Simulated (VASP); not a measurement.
# NaF (Fm-3m) in VASP: notebook

NaF is run at these levels: PBEsol; tasks: elastic constants.

Program: VASP 6.6.1. These are calculated values, not measurements. Logs are shortened: lines on timing, memory, paths and dates and some standing lists are left out, and cuts for length are marked.

### Step 1. The cell of the first run

Symmetry: Fm-3m, No. 225, cubic system. Conventional cell: a = 4.461 Å, b = 4.461 Å, c = 4.461 Å, α = 90.00°, β = 90.00°, γ = 90.00°. Within 2.9 Å of Na (site symmetry m-3m) lie 6 F at 2.23 Å. F (site symmetry m-3m) has 6 Na at 2.23 Å within 2.9 Å.

### Step 2. Elastic constants, PBEsol

The input, INCAR:

```
PREC = Accurate
ENCUT = 600
EDIFF = 1E-8
ISMEAR = 0
SIGMA = 0.01
LREAL = F
LASPH = T
NELM = 80
ALGO = Normal
ISIF = 3
LWAVE = F
LCHARG = F
GGA = PS
NBANDS = 14
IBRION = 6
NFREE = 2
POTIM = 0.015
NSW = 1
```

The input, KPOINTS:

```
Automatic mesh
0
Gamma
  8 8 8
```

The input, POSCAR:

```
NaF
1.0
    0.0000000000      2.2303420062      2.2303420062
    2.2303420062      0.0000000000      2.2303420062
    2.2303420062      2.2303420062      0.0000000000
Na F
1 1
Direct
    0.0000000000      0.0000000000      0.0000000000
    0.5000000000      0.5000000000      0.5000000000
```

Potentials or basis: VASP PAW PBE potentials, release 64 (Na_pv, F).

Run with:

```bash
$ cat potpaw_PBE.64/Na_pv/POTCAR potpaw_PBE.64/F/POTCAR > POTCAR
$ mpirun -np 1 vasp_std > vasp.out
```

OUTCAR:

```text
PREC = Accurate
   ENCUT = 600
   EDIFF = 1E-8
   ISMEAR = 0
   LREAL = F
   LASPH = T
   NELM = 80
   ISIF = 3
   GGA = PS
   IBRION = 6
   NFREE = 2
   POTIM = 0.015
   NSW = 1

 ion  position               nearest neighbor table
   1  0.000  0.000  0.000-   2 2.23   2 2.23   2 2.23   2 2.23   2 2.23   2 2.23
   2  0.500  0.500  0.500-   1 2.23   1 2.23   1 2.23   1 2.23   1 2.23   1 2.23

  LATTYP: Found a face centered cubic cell.
 ALAT       =     4.4606840124

  Lattice vectors:

 A1 = (   0.0000000000,   2.2303420062,   2.2303420062)
 A2 = (   2.2303420062,   0.0000000000,   2.2303420062)
 A3 = (   2.2303420062,   2.2303420062,   0.0000000000)

Analysis of symmetry for initial positions (statically):
=====================================================================
 Subroutine PRICEL returns:
 Original cell was already a primitive cell.

 Routine SETGRP: Setting up the symmetry group for a
 face centered cubic supercell.

 Subroutine GETGRP returns: Found 48 space group operations
 (whereof 48 operations were pure point group operations)
 out of a pool of 48 trial point group operations.

The static configuration has the point symmetry O_h .

Analysis of symmetry for dynamics (positions and initial velocities):
=====================================================================
 Subroutine PRICEL returns:
 Original cell was already a primitive cell.

 Routine SETGRP: Setting up the symmetry group for a
 face centered cubic supercell.

 Subroutine GETGRP returns: Found 48 space group operations
 (whereof 48 operations were pure point group operations)
 out of a pool of 48 trial point group operations.

The dynamic configuration has the point symmetry O_h .

 Subroutine INISYM returns: Found 48 space group operations
 (whereof 48 operations are pure point group operations),
 and found     1 'primitive' translations

----------------------------------------------------------------------------------------

                                     Primitive cell

  volume of cell :      22.1893

  direct lattice vectors                    reciprocal lattice vectors
     0.000000000  2.230342006  2.230342006    -0.224180865  0.224180865  0.224180865
     2.230342006  0.000000000  2.230342006     0.224180865 -0.224180865  0.224180865
     2.230342006  2.230342006  0.000000000     0.224180865  0.224180865 -0.224180865

  length of vectors
     3.154179914  3.154179914  3.154179914     0.388292648  0.388292648  0.388292648

  position of ions in fractional coordinates (direct lattice)
     0.000000000  0.000000000  0.000000000
     0.500000000  0.500000000  0.500000000

  ion indices of the primitive-cell ions
   primitive index   ion index
                 1           1
                 2           2

----------------------------------------------------------------------------------------

 KPOINTS: Automatic mesh

Automatic generation of k-mesh.
 Grid dimensions read from file:
 generate k-points for:    8    8    8

 Generating k-lattice:

  Cartesian coordinates                     Fractional coordinates (reciprocal lattice)
    -0.028022608  0.028022608  0.028022608     0.125000000  0.000000000  0.000000000
     0.028022608 -0.028022608  0.028022608     0.000000000  0.125000000  0.000000000
     0.028022608  0.028022608 -0.028022608     0.000000000  0.000000000  0.125000000

  Length of vectors
     0.048536581  0.048536581  0.048536581

  Shift w.r.t. Gamma in fractional coordinates (k-lattice)
     0.000000000  0.000000000  0.000000000

 Subroutine IBZKPT returns following result:
 ===========================================

 Found     29 irreducible k-points:

 Following reciprocal coordinates:
            Coordinates               Weight
  0.000000  0.000000  0.000000      1.000000
  0.125000  0.000000  0.000000      8.000000
  0.250000  0.000000  0.000000      8.000000
  0.375000  0.000000  0.000000      8.000000
  0.500000  0.000000  0.000000      4.000000
  0.125000  0.125000  0.000000      6.000000
[... 16 lines left out ...]
  0.500000  0.250000  0.125000     48.000000
 -0.375000  0.250000  0.125000     24.000000
 [... further k-points ...]
   k-points           NKPTS =     29   k-points in BZ     NKDIM =     29   number of bands    NBANDS=     14
[... 36 lines left out ...]
     AMIX     =   0.40;   BMIX     =  1.00
     AMIX_MAG =   1.60;   BMIX_MAG =  1.00
  volume/ion in A,a.u.               =      11.09        74.87
  Fermi-wavevector in a.u.,A,eV,Ry     =   1.404115  2.653393 26.824420  1.971539
  Thomas-Fermi vector in A             =   2.526709
   LORBIT       =      0    0 simple, 1 ext, 2 COOP (PROOUT), +10 PAW based schemes
   GGA     = PS    functional components
   LHFCALC =     F    Hartree Fock is set to
   AEXX    =    0.0000 exact exchange contribution
   IVDW    =     0    specifies the selected vdW correction
   LEPSILON=     F    determine dielectric tensor
   LRPA    =     F    only Hartree local field effects (RPA)
 finite differences with symmetry
 non-spin polarized calculation
 Gauss-broadening in eV      SIGMA  =   0.01
  energy-cutoff  :      600.00
  volume of cell :       22.19
 maximum number of plane-waves:       754
 NGX is ok and might be reduce to    28
   NGX = 13   NGY = 13   NGZ = 13

--------------------------------------- Ionic step        1  -------------------------------------------

 number of electron      14.0000002 magnetization

 Free energy of the ion-electron system (eV)
  ---------------------------------------------------
  ext. energy  EPLUGINS =         0.00000000
  ---------------------------------------------------
  free energy    TOTEN  =        -8.71406326 eV

  energy without entropy =       -8.71406326  energy(sigma->0) =       -8.71406326

------------------------ aborting loop because EDIFF is reached ----------------------------------------

  FORCE on cell =-STRESS in cart. coord.  units (eV):
  Direction    XX          YY          ZZ          XY          YZ          ZX
  --------------------------------------------------------------------------------------
  -------------------------------------------------------------------------------------
  Total        0.9713228      0.9713228      0.9713228      0.0000000      0.0000000     -0.0000000
  in kB       70.1341857     70.1341857     70.1341857      0.0000000      0.0000000     -0.0000000
  external PRESSURE =      70.1341857 kB  Pullay stress =       0.0000000 kB
[... 89 lines left out ...]
  FREE ENERGIE OF THE ION-ELECTRON SYSTEM (eV)
  ---------------------------------------------------
  free  energy   TOTEN  =        -8.6965588658 eV

  energy  without entropy=       -8.6965588658  energy(sigma->0) =       -8.69655887

[... ionic steps 4 to 14 ...]

--------------------------------------- Ionic step       15  -------------------------------------------

 number of electron      14.0000000 magnetization

------------------------ aborting loop because EDIFF is reached ----------------------------------------
[... 67 lines left out ...]
--------------------------------------- Ionic step       17  -------------------------------------------

 number of electron      14.0000003 magnetization

 Free energy of the ion-electron system (eV)
  ---------------------------------------------------
  ext. energy  EPLUGINS =         0.00000000
  ---------------------------------------------------
  free energy    TOTEN  =        -8.71364067 eV

  energy without entropy =       -8.71364067  energy(sigma->0) =       -8.71364067

 E-fermi :  -1.5589     XC(G=0):  -9.9196

 val. band max:       -1.6424110773   @ k =   0.0000   0.0000   0.0000
 cond. band min:       5.1588812276   @ k =   0.0000   0.0000   0.0000
 fundamental gap:      6.8012923048
 Fermi energy:        -1.5588747419

 k-point     1 :       0.0000    0.0000    0.0000
  band No.  band energies     occupation
      1     -20.9170      2.00000
      2     -20.0883      2.00000
      3     -20.0883      2.00000
      4     -20.0880      2.00000
      5      -1.6425      2.00000
      6      -1.6425      2.00000
      7      -1.6424      2.00000
      8       5.1589      0.00000
      9      18.0012      0.00000
     10      18.0017      0.00000
     11      18.0017      0.00000
     12      20.9306      0.00000
     13      23.4527      0.00000
     14      23.4530      0.00000
[... 377 lines left out ...]
      1     -21.2753      2.00000
      2     -20.1710      2.00000
      3     -20.1349      2.00000
      4     -19.5041      2.00000
      5      -3.1935      2.00000
      6      -2.3330      2.00000
      7      -2.0569      2.00000
      8      10.7279      0.00000
      9      11.8420      0.00000
     10      16.6002      0.00000
     11      18.5694      0.00000
     12      21.7069      0.00000
     13      22.8810      0.00000
     14      28.1202      0.00000

 [... further k-points ...]
[... 5 lines left out ...]
  --------------------------------------------------------------------------------------
  -------------------------------------------------------------------------------------
  Total        0.9772521      0.9711326      0.9711326     -0.0000000     -0.0000000      0.0000000
  in kB       70.5623160     70.1204532     70.1204532     -0.0000000     -0.0000000      0.0000000
  external PRESSURE =      70.2677408 kB  Pullay stress =       0.0000000 kB
[... 17 lines left out ...]
  FREE ENERGIE OF THE ION-ELECTRON SYSTEM (eV)
  ---------------------------------------------------
  free  energy   TOTEN  =        -8.7136406749 eV

  energy  without entropy=       -8.7136406749  energy(sigma->0) =       -8.71364067

 INTERNAL STRAIN TENSORS FROM STRAINED CELLS
 ============================================

 INTERNAL STRAIN TENSOR FOR ION    1 for displacements in x,y,z  (eV/Angst):
          X           Y           Z          XY          YZ          ZX
  --------------------------------------------------------------------------------
  x    -0.00000    -0.00000     0.00000     0.00000     0.00000     0.00000
  y    -0.00000     0.00000    -0.00000     0.00000    -0.00000    -0.00000
  z     0.00000    -0.00000    -0.00000     0.00000     0.00000     0.00000

 INTERNAL STRAIN TENSORS FROM DISPLACED ATOMS
 ============================================

 INTERNAL STRAIN TENSOR FOR ION    1 for displacements in x,y,z  (eV/Angst):
          X           Y           Z          XY          YZ          ZX
  --------------------------------------------------------------------------------
  x     0.00000     0.00000     0.00000     0.00000     0.00000     0.00000
  y     0.00000     0.00000     0.00000     0.00000     0.00000     0.00000
  z     0.00000     0.00000     0.00000     0.00000     0.00000     0.00000

 INTERNAL STRAIN TENSOR FOR ION    2 for displacements in x,y,z  (eV/Angst):
          X           Y           Z          XY          YZ          ZX
  --------------------------------------------------------------------------------
  x     0.00000     0.00000     0.00000     0.00000     0.00000     0.00000
  y     0.00000     0.00000     0.00000     0.00000     0.00000     0.00000
  z     0.00000     0.00000     0.00000     0.00000     0.00000     0.00000

 Eigenvectors and eigenvalues of the dynamical matrix
 ----------------------------------------------------

   1 f  =    9.408569 THz    59.115785 2PiTHz  313.836092 cm-1    38.910699 meV
             X         Y         Z           dx          dy          dz
      0.000000  0.000000  0.000000    -0.673410   -0.003697   -0.001947
      2.230342  2.230342  2.230342     0.739243    0.004058    0.002137
[... 21 lines left out ...]
   6 f/i=    0.009786 THz     0.061486 2PiTHz    0.326420 cm-1     0.040471 meV
             X         Y         Z           dx          dy          dz
      0.000000  0.000000  0.000000     0.273641   -0.682489   -0.076361
      2.230342  2.230342  2.230342     0.249272   -0.621710   -0.069561

--------------------------------------------------------------------------------------------------------

 ELASTIC MODULI CONTR FROM IONIC RELAXATION (kBar)
 Direction    XX          YY          ZZ          XY          YZ          ZX
 --------------------------------------------------------------------------------
 XX           0.0000      0.0000      0.0000      0.0000      0.0000      0.0000
 YY           0.0000      0.0000      0.0000      0.0000      0.0000      0.0000
 ZZ           0.0000      0.0000      0.0000      0.0000      0.0000      0.0000
 XY           0.0000      0.0000      0.0000      0.0000      0.0000      0.0000
 YZ           0.0000      0.0000      0.0000      0.0000      0.0000      0.0000
 ZX           0.0000      0.0000      0.0000      0.0000      0.0000      0.0000
 --------------------------------------------------------------------------------

 TOTAL ELASTIC MODULI (kBar)
 Direction    XX          YY          ZZ          XY          YZ          ZX
 --------------------------------------------------------------------------------
 XX        1704.2586    239.2854    239.2854     -0.0000     -0.0000     -0.0000
 YY         239.2854   1704.2586    239.2854     -0.0000     -0.0000     -0.0000
 ZZ         239.2854    239.2854   1704.2586      0.0000      0.0000     -0.0000
 XY          -0.0000     -0.0000      0.0000    262.1373     -0.0000     -0.0000
 YZ          -0.0000     -0.0000      0.0000     -0.0000    262.1373      0.0000
 ZX          -0.0000     -0.0000     -0.0000     -0.0000      0.0000    262.1373
 --------------------------------------------------------------------------------
```

Run time: 7 min. Hardware: 1 thread of AMD EPYC 7R13 (Zen 3), shared host; peak memory 0.19 GiB.

What came out:

```yaml
Elastic_constants_C11_C12_C44: 170, 24, 26 GPa
Voigt_bulk_modulus: 73 GPa
Highest_phonon_frequency_at_Γ_LO-TO_splitting_left_out: 314 cm⁻¹
```

Phonon frequencies in cm⁻¹ (negative: imaginary):
| q point | frequencies |
| --- | --- |
| (0.000, 0.000, 0.000) | 0 0 0 314 314 314 |

Elastic tensor in Voigt notation (GPa, in the Cartesian axes of the cell as first typed):
```
170  24  24   0   0   0
 24 170  24   0   0   0
 24  24 170   0   0   0
  0   0   0  26   0   0
  0   0   0   0  26   0
  0   0   0   0   0  26
```

Clamped-ion elastic tensor (GPa):
```
170  24  24   0   0   0
 24 170  24   0   0   0
 24  24 170   0   0   0
  0   0   0  26   0   0
  0   0   0   0  26   0
  0   0   0   0   0  26
```

Caveat: the cell is under stress, which shifts elastic constants; the PAW data sets were made with another functional, which shifts forces and pressure a little.

### Step 3. Elastic constants, PBEsol

This run uses another cell than the first one, of 11.56 Å³/atom.

The input, INCAR:

```
PREC = Accurate ; ENCUT = 600
EDIFF = 1E-8 ; ISMEAR = 0
SIGMA = 0.01 ; LREAL = F
LASPH = T ; NELM = 80
ALGO = Normal ; ISIF = 3
LWAVE = F ; LCHARG = F
GGA = PS ; NBANDS = 14
IBRION = 6 ; NFREE = 2
POTIM = 0.015 ; NSW = 1
```

KPOINTS is that of step 2.

The input, POSCAR:

```
NaF
1.0
    0.0000000000      2.2613441666      2.2613441666
    2.2613441666      0.0000000000      2.2613441666
    2.2613441666      2.2613441666      0.0000000000
Na F
1 1
Direct
    0.0000000000      0.0000000000      0.0000000000
    0.5000000000      0.5000000000      0.5000000000
```

Potentials or basis: VASP PAW PBE potentials, release 64 (Na_pv, F).

Run with:

```bash
$ cat potpaw_PBE.64/Na_pv/POTCAR potpaw_PBE.64/F/POTCAR > POTCAR
$ mpirun -np 1 vasp_std > vasp.out
```

Wall time 6.7 min (1 thread of AMD EPYC 7R13 (Zen 3), shared host); peak memory 0.19 GiB.

The run converged. Its results:

| Property | Result |
| --- | --- |
| Elastic constants C11, C12, C44 | 142, 23, 27 GPa |
| Voigt bulk modulus | 63 GPa |
| Highest phonon frequency at Γ, LO-TO splitting left out | 287 cm⁻¹ |

Phonon frequencies in cm⁻¹ (negative: imaginary):
```csv
q point,frequencies
"(0.000, 0.000, 0.000)",0 0 0 287 287 287
```

Elastic tensor in Voigt notation (GPa, in the Cartesian axes of the cell as first typed):
```
142  23  23   0   0   0
 23 142  23   0   0   0
 23  23 142   0   0   0
  0   0   0  27   0   0
  0   0   0   0  27   0
  0   0   0   0   0  27
```

Clamped-ion elastic tensor (GPa):
```
142  23  23   0   0   0
 23 142  23   0   0   0
 23  23 142   0   0   0
  0   0   0  27   0   0
  0   0   0   0  27   0
  0   0   0   0   0  27
```

Caveat: the cell is under stress, which shifts elastic constants; the PAW data sets were made with another functional, which shifts forces and pressure a little.

### Step 4. Elastic constants, PBEsol

This run uses another cell than the first one, of 11.94 Å³/atom.

The input, INCAR:

```
SYSTEM = NaF
  PREC = Accurate
  ENCUT = 600
  EDIFF = 1E-8
  ISMEAR = 0
  SIGMA = 0.01
  LREAL = .False.
  LASPH = .True.
  NELM = 100
  ALGO = Normal
  ISIF = 3
  LWAVE = .False.
  LCHARG = .False.
  GGA = PS
  IBRION = 6
  NFREE = 2
  POTIM = 0.015
  NSW = 1
```

The input, KPOINTS:

```
Automatic mesh
0
Gamma
  8 8 8
  0 0 0
```

The input, POSCAR:

```
NaF
1.0
    0.0000000000      2.2857012227      2.2857012227
    2.2857012227      0.0000000000      2.2857012227
    2.2857012227      2.2857012227      0.0000000000
Na F
1 1
Direct
    0.0000000000      0.0000000000      0.0000000000
    0.5000000000      0.5000000000      0.5000000000
```

Run with:

```bash
$ cat potpaw_PBE.64/Na_pv/POTCAR potpaw_PBE.64/F/POTCAR > POTCAR
$ mpirun -np 1 vasp_std > vasp.out
```

Wall time 5.1 min (1 thread of AMD EPYC 7R13 (Zen 3), shared host); peak memory 0.19 GiB.

The run converged. Its results:

| Quantity | Value |
| --- | --- |
| Elastic constants C11, C12, C44 | 123, 22, 27 GPa |
| Voigt bulk modulus | 56 GPa |
| Highest phonon frequency at Γ, LO-TO splitting left out | 267 cm⁻¹ |

Phonon frequencies in cm⁻¹ (negative: imaginary):
```csv
q point,frequencies
"(0.000, 0.000, 0.000)",0 0 0 267 267 267
```

Elastic tensor in Voigt notation (GPa, in the Cartesian axes of the cell as first typed):
```
123  22  22   0   0   0
 22 123  22   0   0   0
 22  22 123   0   0   0
  0   0   0  27   0   0
  0   0   0   0  27   0
  0   0   0   0   0  27
```

Clamped-ion elastic tensor (GPa):
```
123  22  22   0   0   0
 22 123  22   0   0   0
 22  22 123   0   0   0
  0   0   0  27   0   0
  0   0   0   0  27   0
  0   0   0   0   0  27
```

Caveat: the cell is under stress, which shifts elastic constants; the PAW data sets were made with another functional, which shifts forces and pressure a little.
